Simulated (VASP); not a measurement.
# Ru3Pt (Pm-3n) in VASP: further runs

Ru3Pt is run at these levels: PBE; tasks: single point.

All numbers are computed with VASP 6.6.1; they aren't measurements. Logs are shortened: lines on timing, memory, paths and dates and some standing lists are left out, and cuts for length are marked.

### Step 1. The cell of the first run

It takes space group Pm-3n (No. 223, cubic). The conventional cell has a = 4.892 Å, b = 4.892 Å, c = 4.892 Å, α = 90.00°, β = 90.00°, γ = 90.00°. Ru (site symmetry -4m2) has 10 Ru at 2.45 to 3.00 Å and 4 Pt at 2.73 Å within 3.2 Å. Within 3.6 Å of Pt (site symmetry m-3) lie 12 Ru at 2.73 Å.

### Step 2. Single point, PBE

The input, INCAR:

```
SYSTEM = Ru3Pt
ALGO     = Normal         ! electronic algorithm
EDIFF    = 1E-6           ! SCF threshold, eV
ENCUT    = 500            ! plane-wave cutoff, eV
GGA      = PE             ! functional
GGA_COMPAT= .FALSE.      
ISIF     = 2              ! what is computed and relaxed
ISMEAR   = 0              ! smearing method
LASPH    = .TRUE.         ! aspherical terms in the spheres
LCHARG   = .FALSE.        ! write CHGCAR
LREAL    = .FALSE.        ! projectors in reciprocal space
LWAVE    = .FALSE.        ! write WAVECAR
NBANDS   = 62             ! bands
NELM     = 120            ! most SCF steps
PREC     = Accurate       ! precision mode
SIGMA    = 0.1            ! smearing width, eV
```

The input, KPOINTS:

```
k-points
0
G
  8 8 8
  0 0 0
```

The input, POSCAR:

```
Ru3Pt
1.0
    4.8917130111      0.0000000000      0.0000000000
    0.0000000000      4.8917130111      0.0000000000
    0.0000000000      0.0000000000      4.8917130111
Ru Pt
6 2
Direct
    0.2500000000      0.0000000000      0.5000000000
    0.7500000000      0.0000000000      0.5000000000
    0.5000000000      0.2500000000      0.0000000000
    0.5000000000      0.7500000000      0.0000000000
    0.0000000000      0.5000000000      0.2500000000
    0.0000000000      0.5000000000      0.7500000000
    0.0000000000      0.0000000000      0.0000000000
    0.5000000000      0.5000000000      0.5000000000
```

Potentials or basis: VASP PAW PBE potentials, release 64 (Ru_pv, Pt).

Command:

```bash
> cat potpaw_PBE.64/Ru_pv/POTCAR potpaw_PBE.64/Pt/POTCAR > POTCAR
> mpirun -np 1 vasp_std > vasp.out
```

OUTCAR:

```text
SYSTEM = Ru3Pt
   EDIFF = 1E-6
   ENCUT = 500
   GGA = PE
   ISIF = 2
   ISMEAR = 0
   LASPH = .TRUE.
   LREAL = .FALSE.
   NELM = 120
   PREC = Accurate

 ion  position               nearest neighbor table
   1  0.250  0.000  0.500-   2 2.45   2 2.45   8 2.73   7 2.73   8 2.73   7 2.73   4 3.00   3 3.00
                             4 3.00   5 3.00   5 3.00   6 3.00   6 3.00   3 3.00
   2  0.750  0.000  0.500-   1 2.45   1 2.45   8 2.73   7 2.73   8 2.73   7 2.73   4 3.00   3 3.00
                             4 3.00   5 3.00   5 3.00   6 3.00   6 3.00   3 3.00
   3  0.500  0.250  0.000-   4 2.45   4 2.45   8 2.73   8 2.73   7 2.73   7 2.73   1 3.00   1 3.00
                             2 3.00   5 3.00   6 3.00   5 3.00   6 3.00   2 3.00
   4  0.500  0.750  0.000-   3 2.45   3 2.45   8 2.73   8 2.73   7 2.73   7 2.73   1 3.00   1 3.00
                             2 3.00   5 3.00   6 3.00   5 3.00   6 3.00   2 3.00
   5  0.000  0.500  0.250-   6 2.45   6 2.45   8 2.73   7 2.73   7 2.73   8 2.73   3 3.00   4 3.00
                             1 3.00   2 3.00   1 3.00   3 3.00   4 3.00   2 3.00
   6  0.000  0.500  0.750-   5 2.45   5 2.45   8 2.73   7 2.73   7 2.73   8 2.73   3 3.00   4 3.00
                             1 3.00   2 3.00   1 3.00   3 3.00   4 3.00   2 3.00
   7  0.000  0.000  0.000-   1 2.73   2 2.73   3 2.73   4 2.73   5 2.73   6 2.73   1 2.73   2 2.73
                             5 2.73   6 2.73   3 2.73   4 2.73
   8  0.500  0.500  0.500-   1 2.73   2 2.73   3 2.73   4 2.73   5 2.73   6 2.73   3 2.73   4 2.73
                             1 2.73   2 2.73   5 2.73   6 2.73

  LATTYP: Found a simple cubic cell.
 ALAT       =     4.8917130111

  Lattice vectors:

 A1 = (   4.8917130111,   0.0000000000,   0.0000000000)
 A2 = (   0.0000000000,   4.8917130111,   0.0000000000)
 A3 = (   0.0000000000,   0.0000000000,   4.8917130111)

Analysis of symmetry for initial positions (statically):
=====================================================================
 Subroutine PRICEL returns:
 Original cell was already a primitive cell.

 Routine SETGRP: Setting up the symmetry group for a
 simple cubic supercell.

 Subroutine GETGRP returns: Found 48 space group operations
 (whereof 24 operations were pure point group operations)
 out of a pool of 48 trial point group operations.

The static configuration has the point symmetry T_h .
 The point group associated with its full space group is O_h .

Analysis of symmetry for dynamics (positions and initial velocities):
=====================================================================
 Subroutine PRICEL returns:
 Original cell was already a primitive cell.

 Routine SETGRP: Setting up the symmetry group for a
 simple cubic supercell.

 Subroutine GETGRP returns: Found 48 space group operations
 (whereof 24 operations were pure point group operations)
 out of a pool of 48 trial point group operations.

[... 121 lines left out ...]
   POTIM  = 0.5000    time-step for ionic-motion
   TEBEG  =    0.0;   TEEND  =   0.0 temperature during run
   PSTRESS=    0.0 pullay stress
   NELECT =     104.0000    total number of electrons
   NUPDOWN=      -1.0000    fix difference up-down
   EMIN   =  10.00;   EMAX   =-10.00  energy-range for DOS
   EFERMI =   0.00;   METHOD = LEGACY
   ISMEAR =     0;   SIGMA  =   0.10  broadening in eV -4-tet -1-fermi 0-gaus
   EFERMI_NEDOS =   21; number of points for ismear=-14 and -15
   IALGO  =     38    algorithm
   IMIX   =      4    mixing-type and parameters
     AMIX     =   0.40;   BMIX     =  1.00
     AMIX_MAG =   1.60;   BMIX_MAG =  1.00
  volume/ion in A,a.u.               =      14.63        98.74
  Fermi-wavevector in a.u.,A,eV,Ry     =   1.573832  2.974111 33.700902  2.476946
  Thomas-Fermi vector in A             =   2.675057
   LORBIT       =      0    0 simple, 1 ext, 2 COOP (PROOUT), +10 PAW based schemes
   GGA     = PE    functional components
   LHFCALC =     F    Hartree Fock is set to
   AEXX    =    0.0000 exact exchange contribution
   IVDW    =     0    specifies the selected vdW correction
   LEPSILON=     F    determine dielectric tensor
   LRPA    =     F    only Hartree local field effects (RPA)
 non-spin polarized calculation
 Gauss-broadening in eV      SIGMA  =   0.10
  energy-cutoff  :      500.00
  volume of cell :      117.05
 maximum number of plane-waves:      3016
 NGX is ok and might be reduce to    36
   NGX = 17   NGY = 17   NGZ = 17

 number of electron     104.0000052 magnetization

 Free energy of the ion-electron system (eV)
  ---------------------------------------------------
  ext. energy  EPLUGINS =         0.00000000
  ---------------------------------------------------
  free energy    TOTEN  =       -64.72634665 eV

  energy without entropy =      -64.66795984  energy(sigma->0) =      -64.69715325

 E-fermi :  11.8841     XC(G=0): -13.6426

 val. band max:       11.8684565033   @ k =   0.3750   0.1250   0.1250
 cond. band min:      11.8973062722   @ k =   0.5000   0.3750   0.2500
 fundamental gap:      0.0288497689
 Fermi energy:        11.8841288353

 k-point     1 :       0.0000    0.0000    0.0000
  band No.  band energies     occupation
      1     -32.0724      2.00000
      2     -32.0724      2.00000
      3     -31.9779      2.00000
      4     -31.2321      2.00000
      5     -31.2321      2.00000
      6     -31.2321      2.00000
[... 1549 lines left out ...]
     61      13.3212      0.00000
     62      13.4328      0.00000

 [... further k-points ...]
[... 5 lines left out ...]
  --------------------------------------------------------------------------------------
  -------------------------------------------------------------------------------------
  Total       -0.1264154     -0.1264154     -0.1264154     -0.0000000      0.0000000      0.0000000
  in kB       -1.7303244     -1.7303244     -1.7303244     -0.0000000      0.0000000      0.0000000
  external PRESSURE =      -1.7303244 kB  Pullay stress =       0.0000000 kB

 VOLUME and BASIS-vectors are now :
 -----------------------------------------------------------------------------
  energy-cutoff  :      500.00
  volume of cell :      117.05
      direct lattice vectors                 reciprocal lattice vectors
     4.891713011  0.000000000  0.000000000     0.204427365  0.000000000  0.000000000
     0.000000000  4.891713011  0.000000000     0.000000000  0.204427365  0.000000000
     0.000000000  0.000000000  4.891713011     0.000000000  0.000000000  0.204427365

 POSITION                                       TOTAL-FORCE (eV/Angst)
 -----------------------------------------------------------------------------------
      1.22293      0.00000      2.44586         0.000000      0.000000     -0.000000
      3.66878      0.00000      2.44586        -0.000000     -0.000000      0.000000
      2.44586      1.22293      0.00000         0.000000     -0.000000     -0.000000
      2.44586      3.66878      0.00000        -0.000000      0.000000      0.000000
      0.00000      2.44586      1.22293        -0.000000     -0.000000      0.000000
      0.00000      2.44586      3.66878        -0.000000      0.000000     -0.000000
      0.00000      0.00000      0.00000         0.000000     -0.000000     -0.000000
      2.44586      2.44586      2.44586         0.000000     -0.000000     -0.000000
 -----------------------------------------------------------------------------------
    total drift:                                0.000000      0.000000     -0.000000

  FREE ENERGIE OF THE ION-ELECTRON SYSTEM (eV)
  ---------------------------------------------------
  free  energy   TOTEN  =       -64.7263466545 eV

  energy  without entropy=      -64.6679598392  energy(sigma->0) =      -64.69715325
```

It took 8 min on 1 thread of AMD EPYC 7R13, shared host; peak memory 0.29 GiB.

What came out:

```
Free energy            : -64.7263 eV
Pressure               : -0.2 GPa
Band gap on the k mesh : zero (band 52 reaches 12.13 eV, above the bottom of band 53 at 11.68 eV)
```

Levels at points of the mesh, in eV from the Fermi level:
```
           k point  band 50  band 51  band 52  band 53  band 54  band 55
(0.00, 0.00, 0.00)    -0.70    -0.70     0.20     0.20     0.71     0.71
(0.50, 0.00, 0.00)    -0.36    -0.17    -0.17    -0.06    -0.06     0.35
(0.50, 0.50, 0.00)    -0.68    -0.63    -0.32     0.25     0.40     0.40
(0.50, 0.50, 0.50)    -0.04    -0.04    -0.04     0.08     0.08     0.08
```

Caveat: spin-orbit coupling is left out, which moves the levels of the heavy elements.

### Step 3. Single point, PBE, collinear spin, ferromagnetic start

The input, INCAR:

```
  PREC = Accurate
  ENCUT = 500
  EDIFF = 1E-6
  ISMEAR = 0
  SIGMA = 0.1
  LREAL = F
  LASPH = T
  NELM = 200
  ALGO = Normal
  ISIF = 2
  LWAVE = F
  LCHARG = T
  ISPIN = 2
  MAGMOM = 1 1 1 1 1 1 0 0
  LORBIT = 11
  LMAXMIX = 4
  GGA = PE
  LELF = T
  LVHAR = T
  NBANDS = 66
  GGA_COMPAT = F
```

The input, KPOINTS:

```
regular mesh
0
Gamma
  4 4 4
```

POSCAR: that of step 2 with these lines changed.

```diff
@@ -2,5 +2,5 @@
 1.0
-    4.8917130111      0.0000000000      0.0000000000
-    0.0000000000      4.8917130111      0.0000000000
-    0.0000000000      0.0000000000      4.8917130111
+    4.8884819550      0.0000000000      0.0000000000
+    0.0000000000      4.8884819550      0.0000000000
+    0.0000000000      0.0000000000      4.8884819550
 Ru Pt
```

Potentials or basis: VASP PAW PBE potentials, release 64 (Ru_pv, Pt).

Command:

```bash
> cat potpaw_PBE.64/Ru_pv/POTCAR potpaw_PBE.64/Pt/POTCAR > POTCAR
> mpirun -np 1 vasp_std > vasp.out
```

Wall time 5.1 min (1 thread of AMD EPYC 7R13, shared host); peak memory 0.27 GiB.

Results (log left out):

| Item | Value |
| --- | --- |
| Free energy | -64.8574 eV |
| Pressure | -0.2 GPa |
| Band gap on the k mesh | zero (filled and empty bands overlap) |
| Net moment | 0.00 μB per cell |
| Valence electrons inside the program's atomic spheres | Ru 12.56; Pt 9.46 |

Levels at points of the mesh, in eV from the Fermi level:
Spin up:
```
           k point  band 50  band 51  band 52  band 53  band 54  band 55
(0.00, 0.00, 0.00)    -0.74    -0.74     0.18     0.18     0.64     0.64
(0.50, 0.00, 0.00)    -0.40    -0.19    -0.19    -0.08    -0.08     0.27
(0.50, 0.50, 0.00)    -0.70    -0.69    -0.33     0.19     0.33     0.33
(0.50, 0.50, 0.50)    -0.08    -0.08    -0.08     0.07     0.07     0.07
```
Spin down:
| k point | band 49 | band 50 | band 51 | band 52 | band 53 | band 54 | band 55 | band 56 |
| --- | --- | --- | --- | --- | --- | --- | --- | --- |
| (0.00, 0.00, 0.00) | -0.74 | -0.74 | -0.74 | 0.18 | 0.18 | 0.64 | 0.64 | 0.64 |
| (0.50, 0.00, 0.00) | -0.40 | -0.40 | -0.19 | -0.19 | -0.08 | -0.08 | 0.27 | 0.27 |
| (0.50, 0.50, 0.00) | -0.89 | -0.70 | -0.69 | -0.33 | 0.19 | 0.33 | 0.33 | 0.36 |
| (0.50, 0.50, 0.50) | -0.08 | -0.08 | -0.08 | -0.08 | 0.07 | 0.07 | 0.07 | 0.07 |

Caveat: spin-orbit coupling is left out, which moves the levels of the heavy elements.
